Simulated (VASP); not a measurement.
The system is Si.

```
Si
1.0
    -1.26272    1.26272    1.26272
     1.26272   -1.26272    1.26272
     1.26272    1.26272   -1.26272
Si
1
Cartesian
  0.0000 0.0000 0.0000
```

Base run:

* Program: VASP 6.6.1
* Functional: PBE
* Potentials or basis: VASP PAW PBE potentials, release 64 (Si)
* Cutoff: 500 eV
* k mesh: 17 × 17 × 17, shifted
* Occupations: fermi-dirac, width 0.05 eV
* Spin: no spin polarisation

Its results: band gap on the k mesh zero (band 2 reaches 34.77 eV, above the bottom of band 3 at 15.08 eV); pressure 192.2 GPa.

The run is repeated on the same cell with these changes: cutoff from 500 eV to 520 eV; k mesh from 17 × 17 × 17, shifted to 17 × 17 × 17. What comes out?

Band gap on the k mesh zero (band 2 reaches 35.37 eV, above the bottom of band 3 at 14.74 eV); pressure 193.3 GPa.
